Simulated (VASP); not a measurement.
# PIr (rocksalt type) (Fm-3m) in VASP: single point with LDA

Aim: the single point of PIr (rocksalt type) with LDA.

All numbers are computed with VASP 6.6.1; they aren't measurements. Logs are shortened: lines on timing, memory, paths and dates and some standing lists are left out, and cuts for length are marked.

## Step 1: The cell of the first run

The structure is cubic, space group Fm-3m (No. 225). Conventional cell: a = 4.685 Å, b = 4.685 Å, c = 4.685 Å, α = 90.00°, β = 90.00°, γ = 90.00°. Ir (site symmetry m-3m) has 6 P at 2.34 Å within 3.1 Å. Within 3.1 Å of P (site symmetry m-3m) lie 6 Ir at 2.34 Å.

## Step 2: Single point, LDA (12.86 Å³/atom)

Input file POSCAR:

```
PIr
1.0
    0.0000000000      2.3426303038      2.3426303038
    2.3426303038      0.0000000000      2.3426303038
    2.3426303038      2.3426303038      0.0000000000
Ir P
1 1
Direct
    0.0000000000      0.0000000000      0.0000000000
    0.5000000000      0.5000000000      0.5000000000
```

Input file INCAR.step1:

```
  PREC = Accurate
  ENCUT = 420
  EDIFF = 1E-6
  ISMEAR = -1
  SIGMA = 0.08
  LREAL = F
  LASPH = T
  NELM = 120
  ALGO = Normal
  ISIF = 2
  LWAVE = F
  LCHARG = T
  LMAXMIX = 4
  NBANDS = 18
  GGA_COMPAT = F
  NEDOS = 2001
  LORBIT = 11
```

Input file KPOINTS.step1:

```
regular mesh
0
Gamma
  14 14 14
```

Input file INCAR.step2:

```
  PREC = Accurate
  ENCUT = 420
  EDIFF = 1E-6
  ISMEAR = -5
  SIGMA = 0.08
  LREAL = F
  LASPH = T
  NELM = 120
  ALGO = Normal
  ISIF = 2
  LWAVE = F
  LCHARG = F
  LMAXMIX = 4
  LORBIT = 11
  NBANDS = 18
  NEDOS = 1001
  ICHARG = 11
  GGA_COMPAT = F
```

Input file KPOINTS.step2:

```
regular mesh
0
Gamma
  21 21 21
```

Potentials or basis: VASP PAW LDA potentials, release 64 (Ir_sv_GW, P).

Command:

```sh
cat potpaw_LDA.64/Ir_sv_GW/POTCAR potpaw_LDA.64/P/POTCAR > POTCAR
cp INCAR.step1 INCAR
cp KPOINTS.step1 KPOINTS
mpirun -np 1 vasp_std > vasp.out
cp INCAR.step2 INCAR
cp KPOINTS.step2 KPOINTS
mpirun -np 1 vasp_std > vasp.out
```

OUTCAR:

```text
PREC = Accurate
   ENCUT = 420
   EDIFF = 1E-6
   ISMEAR = -5
   LREAL = F
   LASPH = T
   NELM = 120
   ISIF = 2
   LORBIT = 11
   ICHARG = 11

 ion  position               nearest neighbor table
   1  0.000  0.000  0.000-   2 2.34   2 2.34   2 2.34   2 2.34   2 2.34   2 2.34
   2  0.500  0.500  0.500-   1 2.34   1 2.34   1 2.34   1 2.34   1 2.34   1 2.34

  LATTYP: Found a face centered cubic cell.
 ALAT       =     4.6852606076

  Lattice vectors:

 A1 = (   0.0000000000,   2.3426303038,   2.3426303038)
 A2 = (   2.3426303038,   0.0000000000,   2.3426303038)
 A3 = (   2.3426303038,   2.3426303038,   0.0000000000)

Analysis of symmetry for initial positions (statically):
=====================================================================
 Subroutine PRICEL returns:
 Original cell was already a primitive cell.

 Routine SETGRP: Setting up the symmetry group for a
 face centered cubic supercell.

 Subroutine GETGRP returns: Found 48 space group operations
 (whereof 48 operations were pure point group operations)
 out of a pool of 48 trial point group operations.

The static configuration has the point symmetry O_h .

Analysis of symmetry for dynamics (positions and initial velocities):
=====================================================================
 Subroutine PRICEL returns:
 Original cell was already a primitive cell.

 Routine SETGRP: Setting up the symmetry group for a
 face centered cubic supercell.

 Subroutine GETGRP returns: Found 48 space group operations
 (whereof 48 operations were pure point group operations)
 out of a pool of 48 trial point group operations.

The dynamic configuration has the point symmetry O_h .

 Subroutine INISYM returns: Found 48 space group operations
 (whereof 48 operations are pure point group operations),
 and found     1 'primitive' translations

----------------------------------------------------------------------------------------

                                     Primitive cell

  volume of cell :      25.7123

  direct lattice vectors                    reciprocal lattice vectors
     0.000000000  2.342630304  2.342630304    -0.213435299  0.213435299  0.213435299
     2.342630304  0.000000000  2.342630304     0.213435299 -0.213435299  0.213435299
     2.342630304  2.342630304  0.000000000     0.213435299  0.213435299 -0.213435299

  length of vectors
     3.312979547  3.312979547  3.312979547     0.369680782  0.369680782  0.369680782

  position of ions in fractional coordinates (direct lattice)
     0.000000000  0.000000000  0.000000000
     0.500000000  0.500000000  0.500000000

  ion indices of the primitive-cell ions
   primitive index   ion index
                 1           1
                 2           2

----------------------------------------------------------------------------------------

 KPOINTS: regular mesh

Automatic generation of k-mesh.
 Grid dimensions read from file:
 generate k-points for:   21   21   21

 Generating k-lattice:

  Cartesian coordinates                     Fractional coordinates (reciprocal lattice)
    -0.010163586  0.010163586  0.010163586     0.047619048  0.000000000  0.000000000
     0.010163586 -0.010163586  0.010163586     0.000000000  0.047619048  0.000000000
     0.010163586  0.010163586 -0.010163586     0.000000000  0.000000000  0.047619048

  Length of vectors
     0.017603847  0.017603847  0.017603847

  Shift w.r.t. Gamma in fractional coordinates (k-lattice)
     0.000000000  0.000000000  0.000000000

 TETIRR: Found   1276 inequivalent tetrahedra from    55566

 Subroutine IBZKPT returns following result:
 ===========================================

 Found    286 irreducible k-points:

 Following reciprocal coordinates:
            Coordinates               Weight
  0.000000  0.000000  0.000000      1.000000
  0.047619  0.000000  0.000000      8.000000
  0.095238  0.000000  0.000000      8.000000
  0.142857  0.000000  0.000000      8.000000
  0.190476  0.000000  0.000000      8.000000
  0.238095  0.000000  0.000000      8.000000
[... 16 lines left out ...]
 -0.428571  0.047619  0.000000     24.000000
 -0.380952  0.047619  0.000000     24.000000
 [... further k-points ...]
   k-points           NKPTS =    286   k-points in BZ     NKDIM =    286   number of bands    NBANDS=     18
   number of dos      NEDOS =   1001   number of ions     NIONS =      2
   total plane-waves  NPLWV =  13824
   dimension x,y,z NGX =    24 NGY =   24 NGZ =   24
   dimension x,y,z NGXF=    48 NGYF=   48 NGZF=   48
   ions per type =               1   1
   NGX,Y,Z   is equivalent  to a cutoff of  12.04, 12.04, 12.04 a.u.
   NGXF,Y,Z  is equivalent  to a cutoff of  24.09, 24.09, 24.09 a.u.
 SYSTEM =  unknown system
   PREC   = accura    normal or accurate (medium, high low for compatibility)
   ISTART =      0    job   : 0-new  1-cont  2-samecut
   ICHARG =     11    charge: 1-file 2-atom 10-const
   ISPIN  =      1    spin polarized calculation?
   LNONCOLLINEAR =      F non collinear calculations
   LSORBIT =      F    spin-orbit coupling
   LASPH  =      T    aspherical Exc in radial PAW
   ENCUT  =  420.0 eV  30.87 Ry    5.56 a.u.   5.54  5.54  5.54*2*pi/ulx,y,z
   NELM   =    120;   NELMIN=  2; NELMDL=  0     # of ELM steps
   EDIFF  = 0.1E-05   stopping-criterion for ELM
   LREAL  =      F    real-space projection
   EDIFFG = 0.1E-04   stopping-criterion for IOM
   NSW    =      0    number of steps for IOM
   IBRION =     -1    ionic relax: 0-MD 1-quasi-New 2-CG
   NFREE  =      0    steps in history (QN), initial steepest desc. (CG)
   ISIF   =      2    stress and relaxation
   ISYM   =      2    0-nonsym 1-usesym 2-fastsym
   POTIM  = 0.5000    time-step for ionic-motion
   TEBEG  =    0.0;   TEEND  =   0.0 temperature during run
   PSTRESS=    0.0 pullay stress
   NELECT =      22.0000    total number of electrons
   NUPDOWN=      -1.0000    fix difference up-down
   EMIN   =  10.00;   EMAX   =-10.00  energy-range for DOS
   EFERMI =   0.00;   METHOD = LEGACY
   ISMEAR =    -5;   SIGMA  =   0.08  broadening in eV -4-tet -1-fermi 0-gaus
   EFERMI_NEDOS =   21; number of points for ismear=-14 and -15
   IALGO  =     38    algorithm
   IMIX   =      4    mixing-type and parameters
     AMIX     =   0.40;   BMIX     =  1.00
     AMIX_MAG =   1.60;   BMIX_MAG =  1.00
  volume/ion in A,a.u.               =      12.86        86.76
  Fermi-wavevector in a.u.,A,eV,Ry     =   1.554182  2.936979 32.864638  2.415483
  Thomas-Fermi vector in A             =   2.658305
   LORBIT       =     11    0 simple, 1 ext, 2 COOP (PROOUT), +10 PAW based schemes
   GGA     = CA    functional components
   LHFCALC =     F    Hartree Fock is set to
   AEXX    =    0.0000 exact exchange contribution
   IVDW    =     0    specifies the selected vdW correction
   LEPSILON=     F    determine dielectric tensor
   LRPA    =     F    only Hartree local field effects (RPA)
 non-spin polarized calculation
 Fermi weights with tetrahedron method with Bloechl corrections
  energy-cutoff  :      420.00
  volume of cell :       25.71
 maximum number of plane-waves:       531
 NGX is ok and might be reduce to    24

 number of electron      21.9999999 magnetization

 Free energy of the ion-electron system (eV)
  ---------------------------------------------------
  ext. energy  EPLUGINS =         0.00000000
  ---------------------------------------------------
  free energy    TOTEN  =       -16.52939530 eV

  energy without entropy =      -16.52939530  energy(sigma->0) =      -16.52939530

 E-fermi :  12.6054     XC(G=0): -13.6244

 val. band max:       12.6427663026   @ k =   0.4286   0.2857   0.1429
 cond. band min:      12.5884446449   @ k =   0.4286   0.3810   0.0476
 fundamental gap:     -0.0543216577
 Fermi energy:        12.6054324742

 k-point     1 :       0.0000    0.0000    0.0000
  band No.  band energies     occupation
      1     -79.0828      2.00000
      2     -36.3168      2.00000
      3     -36.3168      2.00000
      4     -36.3168      2.00000
      5      -2.8871      2.00000
      6       8.4731      2.00000
[... 10 lines left out ...]
     17      26.4816      0.00000
     18      26.4821      0.00000

 k-point     2 :       0.0476    0.0000    0.0000
  band No.  band energies     occupation
      1     -79.0828      2.00000
      2     -36.3193      2.00000
      3     -36.3171      2.00000
      4     -36.3171      2.00000
      5      -2.8360      2.00000
      6       8.3932      2.00000
[... 10 lines left out ...]
     17      26.3549      0.00000
     18      26.3549      0.00000

 k-point     3 :       0.0952    0.0000    0.0000
  band No.  band energies     occupation
      1     -79.0826      2.00000
      2     -36.3264      2.00000
      3     -36.3182      2.00000
      4     -36.3182      2.00000
      5      -2.6836      2.00000
      6       8.1543      2.00000
[... 10 lines left out ...]
     17      25.9600      0.00000
     18      25.9603      0.00000

 k-point     4 :       0.1429    0.0000    0.0000
  band No.  band energies     occupation
      1     -79.0822      2.00000
      2     -36.3373      2.00000
      3     -36.3196      2.00000
      4     -36.3196      2.00000
      5      -2.4328      2.00000
      6       7.7608      2.00000
[... 10 lines left out ...]
     17      25.2942      0.00000
     18      25.4308      0.00000

 k-point     5 :       0.1905    0.0000    0.0000
  band No.  band energies     occupation
      1     -79.0818      2.00000
      2     -36.3516      2.00000
      3     -36.3216      2.00000
      4     -36.3216      2.00000
      5      -2.0885      2.00000
      6       7.2280      2.00000
[... 10 lines left out ...]
     17      24.4230      0.00000
     18      25.6767      0.00000

 k-point     6 :       0.2381    0.0000    0.0000
  band No.  band energies     occupation
      1     -79.0812      2.00000
      2     -36.3675      2.00000
      3     -36.3238      2.00000
      4     -36.3238      2.00000
      5      -1.6575      2.00000
      6       6.5854      2.00000
[... 10 lines left out ...]
     17      24.0521      0.00000
     18      26.3492      0.00000

 k-point     7 :       0.2857    0.0000    0.0000
  band No.  band energies     occupation
      1     -79.0807      2.00000
      2     -36.3840      2.00000
      3     -36.3261      2.00000
      4     -36.3261      2.00000
      5      -1.1495      2.00000
      6       5.8665      2.00000
[... 10 lines left out ...]
     17      25.1232      0.00000
     18      27.1681      0.00000

 k-point     8 :       0.3333    0.0000    0.0000
  band No.  band energies     occupation
      1     -79.0802      2.00000
      2     -36.3990      2.00000
      3     -36.3278      2.00000
      4     -36.3278      2.00000
      5      -0.5772      2.00000
      6       5.1074      2.00000
[... 10 lines left out ...]
     17      26.2415      0.00000
     18      27.1194      0.00000
[... 229 lines left out ...]
     17      25.8040      0.00000
     18      27.4061      0.00000

 k-point    20 :       0.4286    0.0476    0.0000
  band No.  band energies     occupation
      1     -79.0795      2.00000
      2     -36.4180      2.00000
      3     -36.3321      2.00000
      4     -36.3317      2.00000
      5       0.4587      2.00000
      6       3.8709      2.00000
[... 10 lines left out ...]
     17      25.6911      0.00000
     18      26.8296      0.00000

 k-point    21 :       0.4762    0.0476    0.0000
  band No.  band energies     occupation
      1     -79.0793      2.00000
      2     -36.4241      2.00000
      3     -36.3331      2.00000
      4     -36.3326      2.00000
      5       0.9944      2.00000
      6       3.2732      2.00000
[... 10 lines left out ...]
     17      25.6176      0.00000
     18      26.3417      0.00000

 k-point    22 :      -0.4762    0.0476    0.0000
  band No.  band energies     occupation
      1     -79.0793      2.00000
      2     -36.4255      2.00000
      3     -36.3335      2.00000
      4     -36.3323      2.00000
      5       1.1854      2.00000
      6       3.0665      2.00000
[... 10 lines left out ...]
     17      25.7340      0.00000
     18      26.0426      0.00000

 k-point    23 :      -0.4286    0.0476    0.0000
  band No.  band energies     occupation
      1     -79.0793      2.00000
      2     -36.4224      2.00000
      3     -36.3337      2.00000
      4     -36.3313      2.00000
      5       0.8383      2.00000
      6       3.4445      2.00000
[... 10 lines left out ...]
     17      25.9867      0.00000
     18      26.0440      0.00000

 k-point    24 :      -0.3810    0.0476    0.0000
  band No.  band energies     occupation
      1     -79.0796      2.00000
      2     -36.4148      2.00000
      3     -36.3329      2.00000
      4     -36.3299      2.00000
      5       0.2599      2.00000
      6       4.1002      2.00000
[... 10 lines left out ...]
     17      26.1360      0.00000
     18      26.3878      0.00000

 [... further k-points ...]
[... 5 lines left out ...]
  --------------------------------------------------------------------------------------
  -------------------------------------------------------------------------------------
  Total        5.1504596      5.1504596      5.1504596      0.0000000      0.0000000      0.0000000
  in kB      320.9336809    320.9336809    320.9336809      0.0000000      0.0000000      0.0000000
  external PRESSURE =     320.9336809 kB  Pullay stress =       0.0000000 kB

 VOLUME and BASIS-vectors are now :
 -----------------------------------------------------------------------------
  energy-cutoff  :      420.00
  volume of cell :       25.71
      direct lattice vectors                 reciprocal lattice vectors
     0.000000000  2.342630304  2.342630304    -0.213435299  0.213435299  0.213435299
     2.342630304  0.000000000  2.342630304     0.213435299 -0.213435299  0.213435299
     2.342630304  2.342630304  0.000000000     0.213435299  0.213435299 -0.213435299

 POSITION                                       TOTAL-FORCE (eV/Angst)
 -----------------------------------------------------------------------------------
      0.00000      0.00000      0.00000        -0.000000     -0.000000      0.000000
      2.34263      2.34263      2.34263         0.000000      0.000000     -0.000000
 -----------------------------------------------------------------------------------
    total drift:                                0.000000     -0.000000     -0.000000

  FREE ENERGIE OF THE ION-ELECTRON SYSTEM (eV)
  ---------------------------------------------------
  free  energy   TOTEN  =       -16.5293953024 eV

  energy  without entropy=      -16.5293953024  energy(sigma->0) =      -16.52939530

 total charge

# of ion       s       p       d       f       tot
--------------------------------------------------
    1        4.471   6.079   6.670   0.025  17.245
    2        1.027   1.471   0.000   0.000   2.498
--------------------------------------------------
tot          5.499   7.549   6.670   0.025  19.743
```

It took 69 s on 1 thread of Intel Xeon Platinum 8488C (Sapphire Rapids), shared host; peak memory 0.22 GiB.

Results:

```
Valence electrons inside the program's atomic spheres : Ir 17.25; P 2.50
```

Caveat: spin-orbit coupling is left out, which moves the levels of the heavy elements.
